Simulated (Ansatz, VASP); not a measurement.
## C in VASP and in Ansatz

INCAR

```
PREC = Accurate
ENCUT = 520
EDIFF = 1E-6
ISMEAR = 0
SIGMA = 0.15
LREAL = False
LASPH = True
NELM = 80
ALGO = Normal
ISIF = 2
LWAVE = False
LCHARG = True
GGA = PS
LELF = True
LVHAR = True
NBANDS = 16
```

File KPOINTS:

```
regular mesh
0
Gamma
  21 21 6
```

File POSCAR:

```
C
1.0
    1.3150536786     -2.2171964480      0.0000000000
    1.3150536786      2.2171964480      0.0000000000
    0.0000000000      0.0000000000      7.6831469245
C
4
Direct
    0.0833216498      0.9166783502      0.7498439858
    0.5833216498      0.4166783502      0.2501560142
    0.9166783502      0.0833216498      0.2501560142
    0.4166783502      0.5833216498      0.7498439858
```

Input for Ansatz:

```yaml
crystal:
  lattice:
    - [1.3150536786, -2.217196448, 0.0]
    - [1.3150536786, 2.217196448, 0.0]
    - [0.0, 0.0, 7.6831469245]
  atoms:
    - { symbol: C, position: [0.0833216498, 0.9166783502, 0.7498439858] }
    - { symbol: C, position: [0.5833216498, 0.4166783502, 0.2501560142] }
    - { symbol: C, position: [0.9166783502, 0.0833216498, 0.2501560142] }
    - { symbol: C, position: [0.4166783502, 0.5833216498, 0.7498439858] }
basis:
  ecutwfc: 520.0
kpoints:
  mp_grid: { grid: [21, 21, 6] }
hamiltonian:
  xc: pbesol
  pseudopotentials: { kind: paw, azcp: { folder: soft_1 } }
scf:
  occupations: { method: gaussian, width: 0.15 }
output:
  forces: true
  stress: true
  eigenvalues: true
  write_density: true
  write_potential: true
  elf: true
  volumetric_format: npy
```

Change from the starting cell: volume 11.201 Å^3 an atom, stretch along a over the lengths across it, relative to the relaxed cell 1.0271.

Alike in both runs: task single point; functional PBEsol; k mesh 21 × 21 × 6; occupations gaussian, width 0.15 eV; no spin polarisation.

|  | VASP | Ansatz |
| --- | --- | --- |
| version | VASP 6.6.1 | Ansatz 0.2.0 |
| potentials or method | VASP PAW PBE potentials, release 64 (C), cutoff 520 eV | scalar-relativistic, plane waves, PAW |
| valence electrons in the cell | 16 | 16 |

|  | VASP | Ansatz | Ansatz less VASP |
| --- | --- | --- | --- |
| rms of the force components (eV/Å) | 0.012 | 0.006 | -0.0054 |

VASP's potentials were made for PBE, not for PBEsol, and Ansatz warns of the same on its side. Atom by atom the forces differ by 0.005 eV/Å (rms over components). With one functional, cell and mesh, what is left measures potentials, basis and numerics.
